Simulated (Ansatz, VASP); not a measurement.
## ZnSe: VASP beside Ansatz

Contents of POSCAR:

```
ZnSe
1.0
    3.8170946692      0.0000000000      0.0000000000
   -1.9085473346      3.3057009522      0.0000000000
    0.0000000000      0.0000000000      6.1926132081
Zn Se
2 2
Direct
    0.0000000000      0.0000000000      0.0000000000
    0.0000000000      0.0000000000      0.5000000000
    0.3333333333      0.6666666667      0.2500000000
    0.6666666667      0.3333333333      0.7500000000
```

INCAR.step1

```
SYSTEM = ZnSe
  ALGO = Normal
  EDIFF = 1E-4
  ENCUT = 520
  GGA = PE
  ISMEAR = -1
  LASPH = .TRUE.
  LCHARG = .FALSE.
  LREAL = .FALSE.
  LWAVE = .TRUE.
  NBANDS = 26
  NELM = 80
  PREC = Accurate
  SIGMA = 0.02
```

INCAR.step2

```
SYSTEM = ZnSe
  ALGO = Normal
  EDIFF = 1E-6
  ENCUT = 520
  ISIF = 2
  ISMEAR = -1
  ISTART = 1
  LASPH = .TRUE.
  LCHARG = .FALSE.
  LMIXTAU = .TRUE.
  LREAL = .FALSE.
  LWAVE = .FALSE.
  METAGGA = R2SCAN
  NBANDS = 26
  NELM = 80
  PREC = Accurate
  SIGMA = 0.02
```

Contents of KPOINTS:

```
k-points
0
G
  6 6 4
  0 0 0
```

Input for Ansatz:

```yaml
crystal:
  lattice:
    - [3.8170946692, 0.0, 0.0]
    - [-1.9085473346, 3.3057009522, 0.0]
    - [0.0, 0.0, 6.1926132081]
  atoms:
    - { symbol: Zn, position: [0.0, 0.0, 0.0] }
    - { symbol: Zn, position: [0.0, 0.0, 0.5] }
    - { symbol: Se, position: [0.3333333333, 0.6666666667, 0.25] }
    - { symbol: Se, position: [0.6666666667, 0.3333333333, 0.75] }
kpoints:
  mp_grid: { grid: [6, 6, 4] }
hamiltonian:
  xc: r2scan
scf:
  occupations: { method: fermi_dirac, width: 0.02 }
  n_extra_bands: 5
output:
  forces: true
  stress: true
  eigenvalues: true
```

Alike in both runs: task single point; functional r2SCAN; k mesh 6 × 6 × 4; occupations fermi-dirac, width 0.02 eV; no spin polarisation.

```csv
,VASP,Ansatz
version,VASP 6.6.1,Ansatz 0.2.0
potentials or method,"VASP PAW PBE potentials, release 64 (Zn, Se)","plane waves, PAW"
plane-wave cutoff (eV),520,500
valence electrons in the cell,36,56
```

VASP gave:

```
pressure (GPa)                                                : -2.0
traceless stress, the component that is largest in VASP (GPa) : -0.07
```

**Question.** Estimate Ansatz's values.

**Answer.** Pressure (GPa): -2.3; traceless stress, the component that is largest in VASP (GPa): 0.00.

VASP's potentials were made for PBE, not for r2SCAN. VASP's potentials hold 36 valence electrons a cell and Ansatz's 56, so a difference there can come from the potentials and not from the codes.
